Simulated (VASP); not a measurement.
FePt, 2 atoms in the cell. The typed cell holds 2 atoms: a = 2.730 Å, b = 2.745 Å, c = 3.750 Å, α = 89.76°, β = 89.20°, γ = 89.24°. 

* Program: VASP 6.6.1
* Task: single point
* Functional: PBEsol
* Potentials or basis: VASP PAW PBE potentials, release 64 (Fe, Pt)
* Cutoff: 520 eV
* k mesh: 6 × 6 × 5
* Occupations: methfessel-paxton, width 0.05 eV
* Spin: collinear spin, ferromagnetic start
* Starting moments: [3.5, 0.0] μB
* Dipole correction: no
* Further INCAR settings: ALGO = Normal; EDIFF = 1e-06; NBANDS = 20

Potentials or basis: VASP PAW PBE potentials, release 64 (Fe, Pt).

Run with:

```bash
$ cat potpaw_PBE.64/Fe/POTCAR potpaw_PBE.64/Pt/POTCAR > POTCAR
$ mpirun -np 1 vasp_std > vasp.out
```

Hardware: 1 thread of AMD EPYC 7R13, with other jobs on the host.

Estimate the wall time of this run.

It took 120 s on 1 thread of AMD EPYC 7R13, with other jobs on the host, peak memory 0.18 GiB. Counts: scf iterations 16, k points 92.
